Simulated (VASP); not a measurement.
# Y (Immm) in VASP: further runs, part 2 of 3

VASP 6.6.1. The steps go on from the part before.

### 5 Single point, PBEsol (strain +0.0100 x Voigt [0, 0, 0, 1, 0, 0])

INCAR

```
PREC = Accurate
ENCUT = 520
EDIFF = 1E-7
ISMEAR = 0
SIGMA = 0.15
LREAL = F
LASPH = T
NELM = 60
ALGO = Fast
ISIF = 2
LWAVE = F
LCHARG = F
GGA = PS
NBANDS = 12
```

KPOINTS

```
Automatic mesh
0
Gamma
  16 16 16
```

POSCAR

```
Y
1.0
    0.0000000000      2.4974250000      2.4974250000
    2.4850000000      0.0124250000      2.4850000000
    2.4850000000      2.4850000000      0.0124250000
Y
1
Direct
    0.0000000000      0.0000000000      0.0000000000
```

Potentials or basis: VASP PAW PBE potentials, release 64 (Y_sv).

Started as:

```console
$ cat potpaw_PBE.64/Y_sv/POTCAR > POTCAR
$ mpirun -np 1 vasp_std > vasp.out
```

OUTCAR:

```text
PREC = Accurate
   ENCUT = 520
   EDIFF = 1E-7
   ISMEAR = 0
   LREAL = F
   LASPH = T
   NELM = 60
   ISIF = 2
   GGA = PS

 ion  position               nearest neighbor table
   1  0.000  0.000  0.000-

  LATTYP: Found a body centered orthorhombic cell.
 ALAT       =     3.4967490990
 B/A-ratio  =     1.0100502513
 C/A-ratio  =     1.4213201632

  Lattice vectors:

 A1 = (  -2.4850000000,   2.4850000000,   0.0124250000)
 A2 = (  -2.4850000000,  -2.4850000000,  -0.0124250000)
 A3 = (   2.4850000000,   0.0124250000,   2.4850000000)

Analysis of symmetry for initial positions (statically):
=====================================================================
 Subroutine PRICEL returns:
 Original cell was already a primitive cell.

 Routine SETGRP: Setting up the symmetry group for a
 body centered orthorhombic supercell.

 Subroutine GETGRP returns: Found  8 space group operations
 (whereof  8 operations were pure point group operations)
 out of a pool of  8 trial point group operations.

The static configuration has the point symmetry D_2h.

Analysis of symmetry for dynamics (positions and initial velocities):
=====================================================================
 Subroutine PRICEL returns:
 Original cell was already a primitive cell.

 Routine SETGRP: Setting up the symmetry group for a
 body centered orthorhombic supercell.

 Subroutine GETGRP returns: Found  8 space group operations
 (whereof  8 operations were pure point group operations)
 out of a pool of  8 trial point group operations.

The dynamic configuration has the point symmetry D_2h.

 Subroutine INISYM returns: Found  8 space group operations
 (whereof  8 operations are pure point group operations),
 and found     1 'primitive' translations

----------------------------------------------------------------------------------------

                                     Primitive cell

  volume of cell :      30.6901

  direct lattice vectors                    reciprocal lattice vectors
     0.000000000  2.497425000  2.497425000    -0.201207243  0.200206212  0.200206212
     2.485000000  0.012425000  2.485000000     0.201207243 -0.202218335  0.202218335
     2.485000000  2.485000000  0.012425000     0.201207243  0.202218335 -0.202218335

  length of vectors
     3.531892306  3.514342667  3.514342667     0.347346239  0.349669651  0.349669651

  position of ions in fractional coordinates (direct lattice)
     0.000000000  0.000000000  0.000000000

  ion indices of the primitive-cell ions
   primitive index   ion index
                 1           1

----------------------------------------------------------------------------------------

 KPOINTS: Automatic mesh

Automatic generation of k-mesh.
 Grid dimensions read from file:
 generate k-points for:   16   16   16

 Generating k-lattice:

  Cartesian coordinates                     Fractional coordinates (reciprocal lattice)
    -0.012575453  0.012512888  0.012512888     0.062500000  0.000000000  0.000000000
     0.012575453 -0.012638646  0.012638646     0.000000000  0.062500000 -0.000000000
     0.012575453  0.012638646 -0.012638646     0.000000000  0.000000000  0.062500000

  Length of vectors
     0.021709140  0.021854353  0.021854353

  Shift w.r.t. Gamma in fractional coordinates (k-lattice)
     0.000000000  0.000000000  0.000000000

 Subroutine IBZKPT returns following result:
 ===========================================

 Found    621 irreducible k-points:

 Following reciprocal coordinates:
            Coordinates               Weight
  0.000000  0.000000  0.000000      1.000000
  0.062500  0.000000  0.000000      4.000000
  0.125000  0.000000  0.000000      4.000000
  0.187500  0.000000  0.000000      4.000000
  0.250000  0.000000  0.000000      4.000000
  0.312500  0.000000  0.000000      4.000000
[... 16 lines left out ...]
 -0.187500  0.062500 -0.000000      8.000000
 -0.125000  0.062500 -0.000000      8.000000
 [... further k-points ...]
   k-points           NKPTS =    621   k-points in BZ     NKDIM =    621   number of bands    NBANDS=     12
   number of dos      NEDOS =    301   number of ions     NIONS =      1
   total plane-waves  NPLWV =  21952
   dimension x,y,z NGX =    28 NGY =   28 NGZ =   28
   dimension x,y,z NGXF=    56 NGYF=   56 NGZF=   56
   ions per type =               1
   NGX,Y,Z   is equivalent  to a cutoff of  13.18, 13.25, 13.25 a.u.
   NGXF,Y,Z  is equivalent  to a cutoff of  26.36, 26.49, 26.49 a.u.
 SYSTEM =  unknown system
   PREC   = accura    normal or accurate (medium, high low for compatibility)
   ISTART =      0    job   : 0-new  1-cont  2-samecut
   ICHARG =      2    charge: 1-file 2-atom 10-const
   ISPIN  =      1    spin polarized calculation?
   LNONCOLLINEAR =      F non collinear calculations
   LSORBIT =      F    spin-orbit coupling
   LASPH  =      T    aspherical Exc in radial PAW
   ENCUT  =  520.0 eV  38.22 Ry    6.18 a.u.   6.57  6.53  6.53*2*pi/ulx,y,z
   NELM   =     60;   NELMIN=  2; NELMDL= -5     # of ELM steps
   EDIFF  = 0.1E-06   stopping-criterion for ELM
   LREAL  =      F    real-space projection
   EDIFFG = 0.1E-05   stopping-criterion for IOM
   NSW    =      0    number of steps for IOM
   IBRION =     -1    ionic relax: 0-MD 1-quasi-New 2-CG
   NFREE  =      0    steps in history (QN), initial steepest desc. (CG)
   ISIF   =      2    stress and relaxation
   ISYM   =      2    0-nonsym 1-usesym 2-fastsym
   POTIM  = 0.5000    time-step for ionic-motion
   TEBEG  =    0.0;   TEEND  =   0.0 temperature during run
   PSTRESS=    0.0 pullay stress
   NELECT =      11.0000    total number of electrons
   NUPDOWN=      -1.0000    fix difference up-down
   EMIN   =  10.00;   EMAX   =-10.00  energy-range for DOS
   EFERMI =   0.00;   METHOD = LEGACY
   ISMEAR =     0;   SIGMA  =   0.15  broadening in eV -4-tet -1-fermi 0-gaus
   EFERMI_NEDOS =   21; number of points for ismear=-14 and -15
   IALGO  =     68    algorithm
   IMIX   =      4    mixing-type and parameters
     AMIX     =   0.40;   BMIX     =  1.00
     AMIX_MAG =   1.60;   BMIX_MAG =  1.00
  volume/ion in A,a.u.               =      30.69       207.11
  Fermi-wavevector in a.u.,A,eV,Ry     =   1.162893  2.197548 18.399421  1.352319
  Thomas-Fermi vector in A             =   2.299449
   LORBIT       =      0    0 simple, 1 ext, 2 COOP (PROOUT), +10 PAW based schemes
   GGA     = PS    functional components
   LHFCALC =     F    Hartree Fock is set to
   AEXX    =    0.0000 exact exchange contribution
   IVDW    =     0    specifies the selected vdW correction
   LEPSILON=     F    determine dielectric tensor
   LRPA    =     F    only Hartree local field effects (RPA)
 non-spin polarized calculation
 RMM-DIIS sequential band-by-band and
 Gauss-broadening in eV      SIGMA  =   0.15
  energy-cutoff  :      520.00
  volume of cell :       30.69
 maximum number of plane-waves:       869
   NGX = 13   NGY = 13   NGZ = 13

 number of electron      11.0000000 magnetization

 Free energy of the ion-electron system (eV)
  ---------------------------------------------------
  ext. energy  EPLUGINS =         0.00000000
  ---------------------------------------------------
  free energy    TOTEN  =        -6.80991920 eV

  energy without entropy =       -6.79409603  energy(sigma->0) =       -6.80200761

 E-fermi :   3.2689     XC(G=0):  -9.7997

 val. band max:        3.2661321655   @ k =   0.3750  -0.1875   0.1250
 cond. band min:       3.2690423869   @ k =  -0.4375   0.3125   0.1875
 fundamental gap:      0.0029102214
 Fermi energy:         3.2689431334

 k-point     1 :       0.0000    0.0000    0.0000
  band No.  band energies     occupation
      1     -39.1794      2.00000
      2     -18.8516      2.00000
      3     -18.8469      2.00000
      4     -18.8420      2.00000
      5      -1.5899      2.00000
      6       5.0474      0.00000
      7       5.1052      0.00000
      8       5.1674      0.00000
      9       7.2688      0.00000
     10       7.2691      0.00000
     11      12.4205      0.00000
     12      15.7684      0.00000
[... 331 lines left out ...]
 k-point    24 :      -0.1250    0.0625   -0.0000
  band No.  band energies     occupation
      1     -39.1605      2.00000
      2     -19.0030      2.00000
      3     -18.8839      2.00000
      4     -18.8589      2.00000
      5      -0.9564      2.00000
      6       4.4716      0.00000
      7       5.3251      0.00000
      8       5.4107      0.00000
      9       6.7761      0.00000
     10       7.2809      0.00000
     11      13.6731      0.00000
     12      14.3204      0.00000

 [... further k-points ...]

------------------------ aborting loop because EDIFF is reached ----------------------------------------

  FORCE on cell =-STRESS in cart. coord.  units (eV):
  Direction    XX          YY          ZZ          XY          YZ          ZX
  --------------------------------------------------------------------------------------
  -------------------------------------------------------------------------------------
  Total        0.0090454      0.0099004      0.0099004      0.0000000     -0.0671531      0.0000000
  in kB        0.4722149      0.5168480      0.5168480      0.0000000     -3.5057274      0.0000000
  external PRESSURE =       0.5019703 kB  Pullay stress =       0.0000000 kB

 VOLUME and BASIS-vectors are now :
 -----------------------------------------------------------------------------
  energy-cutoff  :      520.00
  volume of cell :       30.69
      direct lattice vectors                 reciprocal lattice vectors
     0.000000000  2.497425000  2.497425000    -0.201207243  0.200206212  0.200206212
     2.485000000  0.012425000  2.485000000     0.201207243 -0.202218335  0.202218335
     2.485000000  2.485000000  0.012425000     0.201207243  0.202218335 -0.202218335

 POSITION                                       TOTAL-FORCE (eV/Angst)
 -----------------------------------------------------------------------------------
      0.00000      0.00000      0.00000         0.000000     -0.000000      0.000000
 -----------------------------------------------------------------------------------
    total drift:                               -0.000000     -0.000000     -0.000000

  FREE ENERGIE OF THE ION-ELECTRON SYSTEM (eV)
  ---------------------------------------------------
  free  energy   TOTEN  =        -6.8099191966 eV

  energy  without entropy=       -6.7940960311  energy(sigma->0) =       -6.80200761
```

stdout:

```text
POSCAR found type information on POSCAR Y
 POSCAR found :  1 types and       1 ions
 scaLAPACK will be used
 -----------------------------------------------------------------------------
|                                                                             |
|                                                                             |
|     You enforced a specific xc type in the INCAR file but a different       |
|     I HOPE YOU KNOW WHAT YOU ARE DOING!                                     |
|                                                                             |
 -----------------------------------------------------------------------------

 LDA part: xc-table for (Slater+PW92), standard interpolation
 POSCAR, INCAR and KPOINTS ok, starting setup
 FFT: planning ... GRIDC
 FFT: planning ... GRID_SOFT
 FFT: planning ... GRID
 WAVECAR not read
 entering main loop
WARNING in EDDRMM: call to ZHEGV failed, returncode =   8  4     10
WARNING in EDDRMM: call to ZHEGV failed, returncode =   8  4      7
WARNING in EDDRMM: call to ZHEGV failed, returncode =   8  4     11
WARNING in EDDRMM: call to ZHEGV failed, returncode =   8  4      8
WARNING in EDDRMM: call to ZHEGV failed, returncode =   6  3      7
WARNING in EDDRMM: call to ZHEGV failed, returncode =   6  3      6
WARNING in EDDRMM: call to ZHEGV failed, returncode =   6  3      9
WARNING in EDDRMM: call to ZHEGV failed, returncode =   6  3     11
WARNING in EDDRMM: call to ZHEGV failed, returncode =   6  3      6
WARNING in EDDRMM: call to ZHEGV failed, returncode =   8  4     10
WARNING in EDDRMM: call to ZHEGV failed, returncode =   8  4     12
WARNING in EDDRMM: call to ZHEGV failed, returncode =   6  3      5
WARNING in EDDRMM: call to ZHEGV failed, returncode =   6  3     10
```

Wall time 2.7 min (1 thread of Intel Xeon Platinum 8559C (Emerald Rapids), shared host); peak memory 0.38 GiB.

What came out:

```
Free energy            : -6.8099 eV
Pressure               : 0.1 GPa
Band gap on the k mesh : zero (an odd number of electrons rules out a gap without spin polarisation)
```

Levels at points of the mesh, in eV from the Fermi level:
| k point | band 3 | band 4 | band 5 | band 6 | band 7 | band 8 |
| --- | --- | --- | --- | --- | --- | --- |
| (0.00, 0.00, 0.00) | -22.12 | -22.11 | -4.86 | 1.78 | 1.84 | 1.90 |
| (0.50, 0.00, 0.00) | -22.20 | -22.20 | -2.08 | 0.78 | 1.62 | 1.71 |
| (0.00, 0.50, 0.00) | -22.21 | -22.21 | -2.06 | 0.84 | 1.59 | 1.69 |
| (0.50, 0.50, 0.00) | -22.36 | -22.36 | -1.89 | -0.99 | 2.35 | 5.59 |
| (0.00, 0.50, 0.50) | -22.37 | -22.35 | -1.89 | -0.99 | 2.35 | 5.59 |

Caveat: the cell differs from its parent crystal (strain +0.0100 x Voigt [0, 0, 0, 1, 0, 0]); the PAW data sets were made with another functional, which shifts forces and pressure a little.

[end of part 2 of 3]
